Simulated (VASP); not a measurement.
# Be3ZnTe4 (P1) in VASP: relaxation of cell and atoms with PBE

Aim: the relaxation of cell and atoms of Be3ZnTe4 with PBE.

All numbers are computed with VASP 6.6.1; they aren't measurements. Logs are shortened: lines on timing, memory, paths and dates and some standing lists are left out, and cuts for length are marked.

### Step 1. The cell of the first run

The typed cell holds 8 atoms: a = 4.067 Å, b = 4.144 Å, c = 11.530 Å, α = 91.45°, β = 88.81°, γ = 90.78°.

### Step 2. Relaxation of cell and atoms, PBE

INCAR

```
  PREC = Accurate
  ENCUT = 600
  EDIFF = 1E-6
  ISMEAR = 0
  SIGMA = 0.1
  LREAL = False
  LASPH = True
  NELM = 60
  ALGO = Normal
  ISIF = 3
  LWAVE = False
  LCHARG = False
  GGA = PE
  IBRION = 2
  NSW = 80
  EDIFFG = -0.025
```

KPOINTS

```
regular mesh
0
Gamma
  4 4 1
```

POSCAR

```
Be3ZnTe4
1.0
    4.0671326368     -0.0275076851      0.0419275416
   -0.0275076851      4.1436706150     -0.0517496397
    0.1196426432     -0.1476705632     11.5280112685
Be Zn Te
3 1 4
Direct
   -0.0056663706      0.0056084280     -0.0022283394
    0.5249381787      0.5314466433      0.2286729624
    0.5037930579      0.5225853168      0.7578370463
   -0.0713373693     -0.0327113701      0.5118163320
    0.4900213317     -0.0220712439      0.1176218273
    0.0067617364      0.4647334891      0.3532727578
    0.5180264846     -0.0057570482      0.6374532112
    0.0334629507      0.5361657850      0.8955542024
```

Potentials or basis: VASP PAW PBE potentials, release 64 (Be, Zn, Te).

On the command line:

```bash
$ cat potpaw_PBE.64/Be/POTCAR potpaw_PBE.64/Zn/POTCAR potpaw_PBE.64/Te/POTCAR > POTCAR
$ mpirun -np 1 vasp_std > vasp.out
```

OUTCAR:

```text
PREC = Accurate
   ENCUT = 600
   EDIFF = 1E-6
   ISMEAR = 0
   LREAL = False
   LASPH = True
   NELM = 60
   ISIF = 3
   GGA = PE
   IBRION = 2
   NSW = 80
   EDIFFG = -0.025

 ion  position               nearest neighbor table
   1  0.994  0.006  0.998-   8 2.25   5 2.45   5 2.47   8 2.52
   2  0.525  0.531  0.229-   5 2.28   6 2.48   6 2.54   5 2.60
   3  0.504  0.523  0.758-   7 2.43   8 2.46   7 2.56   8 2.70
   4  0.929  0.967  0.512-   7 2.19   6 2.75   6 2.80   7 2.83
   5  0.490  0.978  0.118-   2 2.28   1 2.45   1 2.47   2 2.60   8 3.64
   6  0.007  0.465  0.353-   2 2.48   2 2.54   4 2.75   4 2.80
   7  0.518  0.994  0.637-   4 2.19   3 2.43   3 2.56   4 2.83
   8  0.033  0.536  0.896-   1 2.25   3 2.46   1 2.52   3 2.70   5 3.64

  LATTYP: Found a triclinic cell.
 ALAT       =     5.7672752223
 B/A-ratio  =     0.7052622953
 C/A-ratio  =     2.4323018608
 COS(alpha) =     0.0090776807
 COS(beta)  =     0.4159736644
 COS(gamma) =     0.6955415441

  Lattice vectors:

 A1 = (  -4.0396249517,  -4.1161629299,   0.0098220981)
 A2 = (  -4.0671326368,   0.0275076851,  -0.0419275416)
 A3 = (  -0.0646272730,  -8.1396706668, -11.4245119891)

Analysis of symmetry for initial positions (statically):
=====================================================================
 Subroutine PRICEL returns:
 Original cell was already a primitive cell.

 Routine SETGRP: Setting up the symmetry group for a
 triclinic supercell.

 Subroutine GETGRP returns: Found  1 space group operations
 (whereof  1 operations were pure point group operations)
 out of a pool of  2 trial point group operations.

The static configuration has the point symmetry C_1 .

Analysis of symmetry for dynamics (positions and initial velocities):
=====================================================================
 Subroutine PRICEL returns:
 Original cell was already a primitive cell.

 Routine SETGRP: Setting up the symmetry group for a
 triclinic supercell.

 Subroutine GETGRP returns: Found  1 space group operations
 (whereof  1 operations were pure point group operations)
 out of a pool of  2 trial point group operations.

The dynamic configuration has the point symmetry C_1 .

 Subroutine INISYM returns: Found  1 space group operations
 (whereof  1 operations are pure point group operations),
 and found     1 'primitive' translations

----------------------------------------------------------------------------------------

                                     Primitive cell

  volume of cell :     194.2197

  direct lattice vectors                    reciprocal lattice vectors
     4.067132637 -0.027507685  0.041927542     0.245910392  0.001600854 -0.002531657
    -0.027507685  4.143670615 -0.051749640     0.001600854  0.241380959  0.003075407
     0.119642643 -0.147670563 11.528011269    -0.000887193  0.001077745  0.086768244

  length of vectors
     4.067441761  4.144085045 11.529577822     0.245928634  0.241405858  0.086779473

  position of ions in fractional coordinates (direct lattice)
     0.994333629  0.005608428  0.997771661
     0.524938179  0.531446643  0.228672962
     0.503793058  0.522585317  0.757837046
     0.928662631  0.967288630  0.511816332
     0.490021332  0.977928756  0.117621827
     0.006761736  0.464733489  0.353272758
     0.518026485  0.994242952  0.637453211
     0.033462951  0.536165785  0.895554202

  ion indices of the primitive-cell ions
   primitive index   ion index
                 1           1
                 2           2
                 3           3
                 4           4
                 5           5
                 6           6
                 7           7
                 8           8

----------------------------------------------------------------------------------------

 KPOINTS: regular mesh

Automatic generation of k-mesh.
 Grid dimensions read from file:
 generate k-points for:    4    4    1

 Generating k-lattice:

  Cartesian coordinates                     Fractional coordinates (reciprocal lattice)
     0.061477598  0.000400214 -0.000632914     0.250000000 -0.000000000  0.000000000
     0.000400214  0.060345240  0.000768852    -0.000000000  0.250000000 -0.000000000
    -0.000887193  0.001077745  0.086768244     0.000000000  0.000000000  1.000000000

  Length of vectors
     0.061482159  0.060351464  0.086779473

  Shift w.r.t. Gamma in fractional coordinates (k-lattice)
     0.000000000  0.000000000  0.000000000

 Subroutine IBZKPT returns following result:
 ===========================================

 Found     10 irreducible k-points:

 Following reciprocal coordinates:
            Coordinates               Weight
  0.000000  0.000000  0.000000      1.000000
  0.250000 -0.000000  0.000000      2.000000
  0.500000 -0.000000  0.000000      1.000000
 -0.000000  0.250000  0.000000      2.000000
  0.250000  0.250000  0.000000      2.000000
  0.500000  0.250000  0.000000      2.000000
 -0.250000  0.250000 -0.000000      2.000000
 -0.000000  0.500000  0.000000      1.000000
  0.250000  0.500000 -0.000000      2.000000
  0.500000  0.500000  0.000000      1.000000
   k-points           NKPTS =     10   k-points in BZ     NKDIM =     10   number of bands    NBANDS=     26
   number of dos      NEDOS =    301   number of ions     NIONS =      8
   total plane-waves  NPLWV = 110592
   dimension x,y,z NGX =    32 NGY =   36 NGZ =   96
   dimension x,y,z NGXF=    64 NGYF=   72 NGZF=  192
   ions per type =               3   1   4
   NGX,Y,Z   is equivalent  to a cutoff of  13.08, 14.44, 13.84 a.u.
   NGXF,Y,Z  is equivalent  to a cutoff of  26.16, 28.88, 27.68 a.u.
 SYSTEM =  unknown system
   PREC   = accura    normal or accurate (medium, high low for compatibility)
   ISTART =      0    job   : 0-new  1-cont  2-samecut
   ICHARG =      2    charge: 1-file 2-atom 10-const
   ISPIN  =      1    spin polarized calculation?
   LNONCOLLINEAR =      F non collinear calculations
   LSORBIT =      F    spin-orbit coupling
   LASPH  =      T    aspherical Exc in radial PAW
   ENCUT  =  600.0 eV  44.10 Ry    6.64 a.u.   8.12  8.28 23.03*2*pi/ulx,y,z
   NELM   =     60;   NELMIN=  2; NELMDL= -5     # of ELM steps
   EDIFF  = 0.1E-05   stopping-criterion for ELM
   LREAL  =      F    real-space projection
   EDIFFG = -.3E-01   stopping-criterion for IOM
   NSW    =     80    number of steps for IOM
   IBRION =      2    ionic relax: 0-MD 1-quasi-New 2-CG
   NFREE  =      1    steps in history (QN), initial steepest desc. (CG)
   ISIF   =      3    stress and relaxation
   ISYM   =      2    0-nonsym 1-usesym 2-fastsym
   POTIM  = 0.5000    time-step for ionic-motion
   TEBEG  =    0.0;   TEEND  =   0.0 temperature during run
   PSTRESS=    0.0 pullay stress
   NELECT =      42.0000    total number of electrons
   NUPDOWN=      -1.0000    fix difference up-down
   EMIN   =  10.00;   EMAX   =-10.00  energy-range for DOS
   EFERMI =   0.00;   METHOD = LEGACY
   ISMEAR =     0;   SIGMA  =   0.10  broadening in eV -4-tet -1-fermi 0-gaus
   EFERMI_NEDOS =   21; number of points for ismear=-14 and -15
   IALGO  =     38    algorithm
   IMIX   =      4    mixing-type and parameters
     AMIX     =   0.40;   BMIX     =  1.00
     AMIX_MAG =   1.60;   BMIX_MAG =  1.00
  volume/ion in A,a.u.               =      24.28       163.83
  Fermi-wavevector in a.u.,A,eV,Ry     =   0.982638  1.856916 13.137476  0.965577
  Thomas-Fermi vector in A             =   2.113736
   LORBIT       =      0    0 simple, 1 ext, 2 COOP (PROOUT), +10 PAW based schemes
   GGA     = PE    functional components
   LHFCALC =     F    Hartree Fock is set to
   AEXX    =    0.0000 exact exchange contribution
   IVDW    =     0    specifies the selected vdW correction
   LEPSILON=     F    determine dielectric tensor
   LRPA    =     F    only Hartree local field effects (RPA)
 conjugate gradient relaxation of ions
 non-spin polarized calculation
 Gauss-broadening in eV      SIGMA  =   0.10
  energy-cutoff  :      600.00
  volume of cell :      194.22
 maximum number of plane-waves:      6514
   NGX = 17   NGY = 17   NGZ = 47

--------------------------------------- Ionic step        1  -------------------------------------------

 number of electron      42.0000004 magnetization

 Free energy of the ion-electron system (eV)
  ---------------------------------------------------
  ext. energy  EPLUGINS =         0.00000000
  ---------------------------------------------------
  free energy    TOTEN  =       -26.28781183 eV

  energy without entropy =      -26.28781183  energy(sigma->0) =      -26.28781183

------------------------ aborting loop because EDIFF is reached ----------------------------------------

  FORCE on cell =-STRESS in cart. coord.  units (eV):
  Direction    XX          YY          ZZ          XY          YZ          ZX
  --------------------------------------------------------------------------------------
  -------------------------------------------------------------------------------------
  Total        6.0346784      0.6728837      4.5532366     -0.2281731      1.3967153     -5.8903563
  in kB       49.7818995      5.5508225     37.5610349     -1.8822696     11.5219298    -48.5913420
  external PRESSURE =      30.9645856 kB  Pullay stress =       0.0000000 kB
[... 107 lines left out ...]
  FREE ENERGIE OF THE ION-ELECTRON SYSTEM (eV)
  ---------------------------------------------------
  free  energy   TOTEN  =       -27.4871122567 eV

  energy  without entropy=      -27.4871122567  energy(sigma->0) =      -27.48711226

 E-fermi :   5.0418     XC(G=0):  -8.9913

 val. band max:        4.5594503399   @ k =   0.0000   0.0000   0.0000
 cond. band min:       6.3561093321   @ k =   0.0000   0.0000   0.0000
 fundamental gap:      1.7966589923
 Fermi energy:         5.0418286644

 k-point     1 :       0.0000    0.0000    0.0000
  band No.  band energies     occupation
      1      -7.6766      2.00000
      2      -7.0238      2.00000
      3      -6.8456      2.00000
      4      -5.9516      2.00000
      5      -2.3534      2.00000
      6      -2.3287      2.00000
[... 279 lines left out ...]
     25       7.3517      0.00000
     26       9.5541      0.00000

[... ionic steps 4 to 18 ...]

--------------------------------------- Ionic step       19  -------------------------------------------

 number of electron      41.9999987 magnetization

------------------------ aborting loop because EDIFF is reached ----------------------------------------

  FORCE on cell =-STRESS in cart. coord.  units (eV):
  Direction    XX          YY          ZZ          XY          YZ          ZX
  --------------------------------------------------------------------------------------
  -------------------------------------------------------------------------------------
  Total       -0.0279641     -0.0259362     -0.0359921     -0.0026861     -0.0057257     -0.0346720
  in kB       -0.2291296     -0.2125142     -0.2949093     -0.0220093     -0.0469151     -0.2840922
  external PRESSURE =      -0.2455177 kB  Pullay stress =       0.0000000 kB
[... 69 lines left out ...]
  energy  without entropy=      -27.8122574789  energy(sigma->0) =      -27.81225748

--------------------------------------- Ionic step       21  -------------------------------------------

 number of electron      41.9999984 magnetization

 Free energy of the ion-electron system (eV)
  ---------------------------------------------------
  ext. energy  EPLUGINS =         0.00000000
  ---------------------------------------------------
  free energy    TOTEN  =       -27.81253100 eV

  energy without entropy =      -27.81253100  energy(sigma->0) =      -27.81253100

 E-fermi :   4.8174     XC(G=0):  -8.9333

 val. band max:        4.3605775429   @ k =   0.0000   0.0000   0.0000
 cond. band min:       6.2944592096   @ k =   0.0000   0.0000   0.0000
 fundamental gap:      1.9338816666
 Fermi energy:         4.8173919820

 k-point     1 :       0.0000    0.0000    0.0000
  band No.  band energies     occupation
      1      -7.7035      2.00000
      2      -7.1071      2.00000
      3      -6.9359      2.00000
      4      -6.0677      2.00000
      5      -2.4882      2.00000
      6      -2.4876      2.00000
[... 314 lines left out ...]
  FREE ENERGIE OF THE ION-ELECTRON SYSTEM (eV)
  ---------------------------------------------------
  free  energy   TOTEN  =       -27.8125310028 eV

  energy  without entropy=      -27.8125310028  energy(sigma->0) =      -27.81253100

 reached required accuracy - stopping structural energy minimisation
```

Run time: 22 min. Hardware: 1 thread of Intel Xeon Platinum 8259CL at 2.50GHz (Skylake/Cascade Lake), shared host; peak memory 0.38 GiB.

What came out:

```yaml
Free_energy: -27.8125 eV
Relaxed_volume: 24.41 Å³/atom
Relaxed_cell: a = 4.108 Å, b = 4.108 Å, c = 11.573 Å, α = 89.97°, β = 90.02°, γ = 89.99°
Space_group_after_relaxing_to_0.1_Å: P-4m2 (No. 115)
Energy_gained_by_relaxing: 190.6 meV/atom
Ionic_steps: 21
Pressure_after_relaxing: 0.1 GPa
Largest_force_after_relaxing: 0.018 eV/Å
Band_gap_on_the_k_mesh: 1.93 eV
```

Forces on the atoms (eV/Å):
```
Be  -0.012  0.001 -0.003
Be  -0.008 -0.002  0.007
Be   0.014 -0.007 -0.010
Zn  -0.003  0.009  0.006
Te  -0.007  0.010  0.010
Te   0.008  0.003  0.004
Te   0.008 -0.004 -0.006
Te   0.001 -0.009 -0.008
```

The path:
| step | energy change (eV) | largest force (eV/Å) | pressure (GPa) | volume (Å³) |
| --- | --- | --- | --- | --- |
| 1 | 0.0000 | 5.7810 | 3.10 | 194.22 |
| 2 | -1.1068 | 0.9716 | -2.38 | 207.39 |
| 3 | -1.1993 | 1.1794 | -1.58 | 202.90 |
| 4 | -1.2007 | 1.1199 | -1.71 | 203.43 |
| 5 | -1.4000 | 0.6107 | -0.39 | 196.92 |
| 6 | -1.4383 | 0.3711 | 0.72 | 192.74 |
| 7 | -1.4720 | 0.2105 | 0.09 | 194.95 |
| 8 | -1.4778 | 0.2141 | -0.29 | 196.41 |
| 9 | -1.4913 | 0.1972 | -0.08 | 195.67 |
| 10 | -1.4984 | 0.1996 | 0.20 | 194.72 |
| 11 | -1.5090 | 0.1466 | -0.03 | 195.47 |
| 12 | -1.5130 | 0.1340 | -0.27 | 196.44 |
| 13 | -1.5178 | 0.1163 | 0.14 | 194.99 |
| 14 | -1.5178 | 0.1139 | 0.12 | 195.03 |
| 15 | -1.5211 | 0.0663 | -0.03 | 195.61 |
| 16 | -1.5213 | 0.0805 | -0.08 | 195.80 |
| 17 | -1.5231 | 0.0562 | 0.02 | 195.41 |
| 18 | -1.5233 | 0.0514 | 0.06 | 195.26 |
| 19 | -1.5244 | 0.0297 | -0.02 | 195.54 |
| 20 | -1.5244 | 0.0300 | -0.04 | 195.57 |
| 21 | -1.5247 | 0.0183 | 0.05 | 195.30 |

Final structure:
```yaml
crystal:
  lattice:
    - [4.10832, 0.00012, -0.00124]
    - [0.00075, 4.10763, 0.00164]
    - [-0.00072, 0.00225, 11.57321]
  atoms:
    - { symbol: Be, position: [0.00168, 0.00061, 0.00006] }
    - { symbol: Be, position: [0.50093, 0.49918, 0.23917] }
    - { symbol: Be, position: [0.49829, 0.50173, 0.76086] }
    - { symbol: Zn, position: [0.99906, 0.99808, 0.49993] }
    - { symbol: Te, position: [0.50154, 0.99932, 0.11939] }
    - { symbol: Te, position: [0.00038, 0.49860, 0.35717] }
    - { symbol: Te, position: [0.49891, 0.00140, 0.64278] }
    - { symbol: Te, position: [0.99920, 0.50109, 0.88064] }
```

Caveat: the k points lie up to 0.54 Å⁻¹ apart in the final cell; spin-orbit coupling is left out, which moves the levels of the heavy elements. A k mesh can miss the band edges.
